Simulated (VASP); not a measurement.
Crystal: YMn3.

```
Y Mn
1.0
     4.00622    0.00000    0.00000
     0.00000    4.00622    0.00000
     0.00000    0.00000    4.00622
Y Mn
1 3
Direct
  0.00000 0.00000 0.00000
  0.00000 0.50000 0.50000
  0.50000 0.00000 0.50000
  0.50000 0.50000 0.00000
```

* Program: VASP 6.6.1
* Task: relaxation of cell and atoms
* Functional: PBE
* Potentials or basis: VASP PAW PBE potentials, release 64 (Y_sv, Mn_pv)
* Cutoff: 500 eV
* k mesh: 4 × 4 × 4
* Occupations: gaussian, width 0.1 eV
* Spin: collinear spin
* Starting moments: [-0.11, 3.49, 3.49, 3.49] μB

At the start: pressure 6.1 GPa; volume 16.07 Å³/atom.

Q: How do energy, volume and symmetry change on relaxing?

A: Over 3 steps the energy falls by 20.6 meV/atom and the volume is 17.20 Å³/atom (+7.0 %); space group Pm-3m (No. 221, to 0.1 Å) before and after; moment 9.90 μB per cell.

Step by step:
```
step  energy change (eV)  largest force (eV/Å)  pressure (GPa)  volume (Å³)
   1              0.0000                0.0000            6.11        64.30
   2             -0.0759                0.0000           -1.60        70.17
   3             -0.0825                0.0000            0.06        68.80
```

Final structure:
```
CELL_PARAMETERS angstrom
4.09756 0.00000 0.00000
0.00000 4.09756 0.00000
0.00000 0.00000 4.09756
ATOMIC_POSITIONS crystal
Y 0.00000 0.00000 0.00000
Mn 0.00000 0.50000 0.50000
Mn 0.50000 0.00000 0.50000
Mn 0.50000 0.50000 0.00000
```

Caveat: the k points lie up to 0.38 Å⁻¹ apart in the final cell.
